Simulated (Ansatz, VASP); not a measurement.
## AlN: VASP beside Ansatz

File INCAR:

```
SYSTEM = AlN
PREC     = Accurate       ! precision mode
ENCUT    = 520            ! plane-wave cutoff, eV
EDIFF    = 1E-6           ! SCF threshold, eV
ISMEAR   = 0              ! smearing method
SIGMA    = 0.016          ! smearing width, eV
LREAL    = .FALSE.        ! projectors in reciprocal space
LASPH    = .TRUE.         ! aspherical terms in the spheres
NELM     = 80             ! most SCF steps
ALGO     = Normal         ! electronic algorithm
ISIF     = 2              ! what is computed and relaxed
LWAVE    = .FALSE.        ! write WAVECAR
LCHARG   = .FALSE.        ! write CHGCAR
GGA      = PE             ! functional
NBANDS   = 11             ! bands
```

Contents of KPOINTS:

```
regular mesh
0
G
  10 10 10
  0 0 0
```

The input POSCAR:

```
AlN
1.0
    0.0000000000      2.1839935596      2.1839935596
    2.1839935596      0.0000000000      2.1839935596
    2.1839935596      2.1839935596      0.0000000000
Al N
1 1
Direct
    0.0000000000      0.0000000000      0.0000000000
    0.2500000000      0.2500000000      0.2500000000
```

The input input.yaml:

```yaml
crystal:
  lattice:
    - [0.0, 2.1839935596, 2.1839935596]
    - [2.1839935596, 0.0, 2.1839935596]
    - [2.1839935596, 2.1839935596, 0.0]
  atoms:
    - { symbol: Al, position: [0.0, 0.0, 0.0] }
    - { symbol: "N", position: [0.25, 0.25, 0.25] }
hamiltonian:
  xc: pbe
  pseudopotentials: { kind: paw }
kpoints:
  mp_grid: { grid: [10, 10, 10] }
scf:
  occupations: { method: gaussian, width: 0.016 }
output:
  forces: true
  stress: true
  eigenvalues: true
```

Alike in both runs: task single point; functional PBE; k mesh 10 × 10 × 10; occupations gaussian, width 0.016 eV; no spin polarisation.

|  | VASP | Ansatz |
| --- | --- | --- |
| version | VASP 6.6.1 | Ansatz 0.2.0 |
| potentials or method | VASP PAW PBE potentials, release 64 (Al, N) | Ansatz PAW |
| plane-wave cutoff (eV) | 520 | 420 |
| valence electrons in the cell | 8 | 8 |

VASP gave:

- gap on the k mesh at the Fermi level (eV): 3.32
- least direct gap on the mesh (eV): 4.20
- pressure (GPa): 4.6

Task: Which values does Ansatz return?

Result: gap on the k mesh at the Fermi level (eV): 3.33; least direct gap on the mesh (eV): 4.19; pressure (GPa): 4.9.
